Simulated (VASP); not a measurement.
# Sb (R-3m) in VASP: settings compared, part 3 of 3

VASP 6.6.1. The steps go on from the part before.

### 4 Relaxation of cell and atoms, pbe exchange, lyp correlation, collinear spin (32.62 Å³/atom)

This run uses another cell than the first one, of 32.62 Å³/atom.

INCAR reads:

```
  PREC = Accurate
  ENCUT = 500
  EDIFF = 1E-7
  ISMEAR = -1
  SIGMA = 0.025
  LREAL = F
  LASPH = T
  NELM = 200
  ALGO = Normal
  ISIF = 3
  LWAVE = F
  LCHARG = F
  ISPIN = 2
  MAGMOM = 0.5 0.5
  LORBIT = 11
  GGA = LIBXC
  LIBXC1 = GGA_X_PBE
  LIBXC2 = GGA_C_LYP
  IBRION = 2
  NSW = 80
  EDIFFG = -0.01
  GGA_COMPAT = F
  NELMIN = 4
```

KPOINTS reads:

```
Automatic mesh
0
Gamma
  8 8 8
```

POSCAR reads:

```
Sb
1.0
    2.2101781106      1.2760469271      3.8556537646
   -2.2101781106      1.2760469271      3.8556537646
    0.0000000000     -2.5520938542      3.8556537646
Sb
2
Direct
    0.7665100000      0.7665100000      0.7665100000
    0.2334900000      0.2334900000      0.2334900000
```

Launch:

```bash
$ cat potpaw_PBE.64/Sb/POTCAR > POTCAR
$ mpirun -np 1 vasp_std > vasp.out
```

Wall time 21 min (1 thread of AMD EPYC 9R45 (Zen 5), shared host); peak memory 0.26 GiB.

It converged, with:

```yaml
Free_energy: -7.1711 eV
Relaxed_volume: 50.15 Å³/atom
Relaxed_cell: a = 6.828 Å, b = 6.828 Å, c = 6.828 Å, α = 36.40°, β = 36.40°, γ = 36.40°
Space_group_after_relaxing_to_0.1_Å: R-3m (No. 166)
Energy_gained_by_relaxing: 54.9 meV/atom
Ionic_steps: 50
Pressure_after_relaxing: 0.0 GPa
Largest_force_after_relaxing: 0.006 eV/Å
Band_gap_on_the_k_mesh: 0.69 eV
Net_moment: 0.00 μB per cell
Valence_electrons_inside_the_program's_atomic_spheres: Sb 2.40
```

Forces in eV/Å, atoms in the order of the input:
```
Sb   0.000  0.000  0.006
Sb   0.000  0.000 -0.006
```

The path:
```tsv
step	energy change (eV)	largest force (eV/Å)	pressure (GPa)	volume (Å³)
1	0.0000	0.1818	2.54	65.24
3	-0.0343	0.3791	-0.23	69.63
5	-0.0677	0.0427	0.24	71.52
7	-0.0782	0.0609	-0.15	73.92
9	-0.0877	0.0351	0.24	75.34
11	-0.0888	0.0623	0.08	76.20
13	-0.0898	0.0738	-0.02	77.04
15	-0.0928	0.0349	-0.23	83.39
17	-0.0949	0.0763	0.02	84.69
19	-0.0905	0.3848	1.37	89.85
21	-0.0965	0.2655	0.84	88.03
23	-0.0977	0.2635	0.89	89.10
25	-0.0991	0.2352	0.94	90.74
27	-0.1050	0.0582	0.51	92.82
29	-0.1064	0.0774	0.21	94.48
31	-0.1077	0.0607	0.12	94.89
33	-0.1086	0.0303	-0.03	95.63
35	-0.1086	0.0088	0.02	95.57
37	-0.1086	0.0040	0.03	95.56
39	-0.1087	0.0024	0.02	95.74
41	-0.1090	0.0049	0.00	96.58
43	-0.1090	0.0416	-0.07	99.94
45	-0.1092	0.0261	-0.04	98.52
47	-0.1094	0.0176	-0.04	98.97
49	-0.1097	0.0139	-0.01	100.75
50	-0.1097	0.0058	-0.02	100.30
```

Final structure:
```yaml
crystal:
  lattice:
    - [2.13229, 1.23108, 6.36813]
    - [-2.13229, 1.23108, 6.36813]
    - [0.00000, -2.46215, 6.36813]
  atoms:
    - { symbol: Sb, position: [0.79080, 0.79080, 0.79080] }
    - { symbol: Sb, position: [0.20920, 0.20920, 0.20920] }
```

Levels at points of the mesh, in eV from the valence-band top:
Spin up:
```tsv
k point	band 3	band 4	band 5	band 6	band 7	band 8
(0.00, 0.00, 0.00)	-1.05	-0.39	-0.39	1.25	2.38	2.38
(0.50, 0.00, 0.00)	-2.78	-1.70	-1.27	1.18	1.92	3.04
(0.50, 0.50, 0.00)	-2.91	-1.73	-1.61	1.62	2.83	3.26
(0.50, 0.50, 0.50)	-0.38	-0.38	0.00	0.69	2.32	2.32
```
Spin down:
| k point | band 3 | band 4 | band 5 | band 6 | band 7 | band 8 |
| --- | --- | --- | --- | --- | --- | --- |
| (0.00, 0.00, 0.00) | -1.05 | -0.39 | -0.39 | 1.25 | 2.38 | 2.38 |
| (0.50, 0.00, 0.00) | -2.78 | -1.70 | -1.27 | 1.18 | 1.92 | 3.04 |
| (0.50, 0.50, 0.00) | -2.91 | -1.73 | -1.61 | 1.62 | 2.83 | 3.26 |
| (0.50, 0.50, 0.50) | -0.38 | -0.38 | 0.00 | 0.69 | 2.32 | 2.32 |

Caveat: the volume moved by over 15 % at a fixed basis, so the end points are rough; the PAW data sets were made with another functional, which shifts forces and pressure a little; spin-orbit coupling is left out, which moves the levels of the heavy elements. A k mesh can miss the band edges.

### 5 Relaxation of cell and atoms, PBE, non-collinear spin, zero start, spin-orbit coupling

INCAR reads:

```
ALGO = Normal
EDIFF = 1E-6
EDIFFG = -0.005
ENCUT = 600
GGA = PE
GGA_COMPAT = F
IBRION = 2
ISIF = 3
ISMEAR = -1
LASPH = T
LCHARG = F
LORBIT = 11
LORBMOM = T
LREAL = F
LSORBIT = T
LWAVE = F
MAGMOM = 0 0 0 0 0 0
NELM = 150
NSW = 80
PREC = Accurate
SIGMA = 0.05
```

KPOINTS reads:

```
k-points
0
Gamma
  6 6 6
```

POSCAR reads:

```
Sb
1.0
    2.1542000000      1.2437279499      3.7580000000
   -2.1542000000      1.2437279499      3.7580000000
    0.0000000000     -2.4874558998      3.7580000000
Sb
2
Direct
    0.7665100000      0.7665100000      0.7665100000
    0.2334900000      0.2334900000      0.2334900000
```

Launch:

```bash
$ cat potpaw_PBE.64/Sb/POTCAR > POTCAR
$ mpirun -np 1 vasp_ncl > vasp.out
```

Run time: 3.1 min. Hardware: 1 thread of Intel Xeon 6975P-C (Granite Rapids), shared host; peak memory 0.42 GiB.

The run converged. Its results:

```yaml
Free_energy: -8.4316 eV
Relaxed_volume: 32.19 Å³/atom
Relaxed_cell: a = 4.626 Å, b = 4.626 Å, c = 4.626 Å, α = 56.53°, β = 56.53°, γ = 56.53°
Space_group_after_relaxing_to_0.1_Å: R-3m (No. 166)
Energy_gained_by_relaxing: 15.3 meV/atom
Ionic_steps: 10
Pressure_after_relaxing: 0.0 GPa
Net_moment: 0.00 μB per cell
Valence_electrons_inside_the_program's_atomic_spheres: Sb 2.38
```

Step by step:
| step | energy change (eV) | largest force (eV/Å) | pressure (GPa) | volume (Å³) |
| --- | --- | --- | --- | --- |
| 1 | 0.0000 | 0.1187 | 2.90 | 60.41 |
| 2 | -0.0166 | 0.3015 | -1.43 | 65.33 |
| 3 | -0.0262 | 0.1532 | 0.07 | 63.38 |
| 4 | -0.0281 | 0.1074 | 0.05 | 63.61 |
| 5 | -0.0301 | 0.0066 | 0.03 | 64.09 |
| 6 | -0.0301 | 0.0129 | 0.03 | 64.17 |
| 7 | -0.0305 | 0.0043 | -0.01 | 64.30 |
| 8 | -0.0307 | 0.0053 | -0.05 | 64.43 |
| 9 | -0.0307 | 0.0099 | 0.08 | 64.29 |
| 10 | -0.0307 | 0.0007 | 0.00 | 64.38 |

Final structure:
```
CELL_PARAMETERS angstrom
2.19053 1.26470 3.87309
-2.19053 1.26470 3.87309
0.00000 -2.52940 3.87309
ATOMIC_POSITIONS crystal
Sb 0.76838 0.76838 0.76838
Sb 0.23162 0.23162 0.23162
```

Moments on the atoms (μB; x, y, z):
```
Sb  0.00 0.00 0.00
Sb  0.00 0.00 0.00
```

PBE usually gives volumes a little too large and moduli too small. Zero-point motion and thermal expansion aren't in these numbers.

### 6 Single point, PBE

INCAR reads:

```
SYSTEM = Sb
ALGO     = Normal         ! electronic algorithm
EDIFF    = 1E-6           ! SCF threshold, eV
ENCUT    = 520            ! plane-wave cutoff, eV
GGA      = PE             ! functional
ISIF     = 2              ! what is computed and relaxed
ISMEAR   = -1             ! smearing method
LASPH    = .True.         ! aspherical terms in the spheres
LCHARG   = .False.        ! write CHGCAR
LREAL    = .False.        ! projectors in reciprocal space
LWAVE    = .False.        ! write WAVECAR
NBANDS   = 12             ! bands
NELM     = 80             ! most SCF steps
PREC     = Accurate       ! precision mode
SIGMA    = 0.03           ! smearing width, eV
```

KPOINTS reads:

```
k-points
0
Gamma
  5 5 5
  0 0 0
```

POSCAR is that of step 5.

Potentials or basis: VASP PAW PBE potentials, release 64 (Sb).

Launch:

```bash
$ cat potpaw_PBE.64/Sb/POTCAR > POTCAR
$ mpirun -np 1 vasp_std > vasp.out
```

Run time: 20 s. Hardware: 1 thread of Intel Xeon 8259CL, shared host; peak memory 0.2 GiB.

Results (log left out):

* Free energy: -8.2917 eV
* Pressure: 2.7 GPa
* Largest force: 0.075 eV/Å

Forces in eV/Å, atoms in the order of the input:
```
Sb   0.000  0.000 -0.075
Sb   0.000  0.000  0.075
```

Stress tensor (GPa, compression positive):
```
3.08 0.00 0.00
0.00 3.08 0.00
0.00 0.00 1.90
```

Levels at points of the mesh, in eV from the Fermi level:
```
           k point  band 2  band 3  band 4  band 5  band 6  band 7  band 8  band 9
(0.00, 0.00, 0.00)   -4.88   -2.15   -1.87   -1.87    2.00    2.62    2.62    5.00
```

Caveat: spin-orbit coupling is left out, which moves the levels of the heavy elements.

### 7 The runs side by side

```csv
task,level,spin,cell,k mesh,cutoff (eV),smearing,gap on the mesh (eV),pressure (GPa),moment (μB),relaxed volume (Å³/atom),largest force (eV/Å)
single point,SVWN5,off,"a = 4.507 Å, angles 57.1°, 2 atoms, atomic positions A",8 × 8 × 8,500,methfessel-paxton 0.05 eV,none,-0.9,-,-,0.06
single point,"pbe exchange, lyp correlation",collinear,"a = 7.079 Å, angles 35.0°, 2 atoms, atomic positions B",8 × 8 × 8,500,fermi-dirac 0.025 eV,0.83,0.1,0.00,-,0.08
relaxation of cell and atoms,"pbe exchange, lyp correlation",collinear,"relaxed from a = 4.624 Å, angles 57.1°, 2 atoms, atomic positions A",8 × 8 × 8,500,fermi-dirac 0.025 eV,0.69,0.0,0.00,50.15,0.01
relaxation of cell and atoms,PBE,"non-collinear, zero start, SOC","relaxed from a = 4.507 Å, angles 57.1°, 2 atoms, atomic positions A",6 × 6 × 6,600,fermi-dirac 0.05 eV,-,0.0,0.00,32.19,-
single point,PBE,off,"a = 4.507 Å, angles 57.1°, 2 atoms, atomic positions A",5 × 5 × 5,520,fermi-dirac 0.03 eV,-,2.7,-,-,0.07
```

Alike in all rows: potentials or basis VASP PAW PBE potentials, release 64 (Sb).

Caveats: spin-orbit coupling is left out, which moves the levels of the heavy elements (at least some runs); the PAW data sets were made with another functional, which shifts forces and pressure a little (at least some runs); the volume moved by over 15 % at a fixed basis, so the end points are rough (at least some runs).

Total energies depend on the potentials used, so only differences within one code and one set of settings carry meaning.
